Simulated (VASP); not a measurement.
Wanted: the native input for a VASP 6.6.1 run.

| Property | Result |
| --- | --- |
| Task | single point |
| Functional | PBE |
| Potentials or basis | VASP PAW PBE potentials, release 64 (W_sv, C) |
| Cutoff | 520 eV |
| k mesh | 11 × 11 × 1 |
| Occupations | fermi-dirac, width 0.05 eV |
| Spin | no spin polarisation |
| Dipole correction | yes |
| Further INCAR settings | ALGO = Normal; EDIFF = 1e-07; NBANDS = 43 |

The structure of W4C3 lies in POSCAR:

```
W4C3
1.0
    2.9005014360      0.0000000000      0.0000000000
   -1.4502507180      2.5119079273      0.0000000000
    0.0000000000      0.0000000000     23.4870000000
W C
4 3
Direct
    0.0000000000      0.0000000000      0.3193255844
    0.0000000000      0.0000000000      0.4397751948
    0.0000000000      0.0000000000      0.5602248052
    0.0000000000      0.0000000000      0.6806744156
    0.6666666667      0.3333333334      0.3795503896
    0.6666666667      0.3333333334      0.5000000000
    0.6666666667      0.3333333334      0.6204496104
```

The input as run:

INCAR

```
SYSTEM = W4C3
PREC = Accurate
ENCUT = 520
EDIFF = 1E-7
ISMEAR = -1
SIGMA = 0.05
LREAL = .False.
LASPH = .True.
NELM = 80
ALGO = Normal
ISIF = 2
LWAVE = .False.
LCHARG = .False.
LDIPOL = .True.
IDIPOL = 3
DIPOL = 0.5 0.5 0.500
GGA = PE
NBANDS = 43
```

KPOINTS

```
regular mesh
0
Gamma
  11 11 1
  0 0 0
```

Potentials or basis: VASP PAW PBE potentials, release 64 (W_sv, C).

The run is started by

```console
$ cat potpaw_PBE.64/W_sv/POTCAR potpaw_PBE.64/C/POTCAR > POTCAR
$ mpirun -np 1 vasp_std > vasp.out
```

Results of the run:

* Largest force: 0.821 eV/Å
* Band gap on the k mesh: zero (bands 34 and 35 overlap by 0.69 eV)

Caveat: spin-orbit coupling is left out, which moves the levels of the heavy elements.

Wall time 5.3 min on 1 thread of Intel Xeon 6455B, on a shared host, peak memory 0.35 GiB.
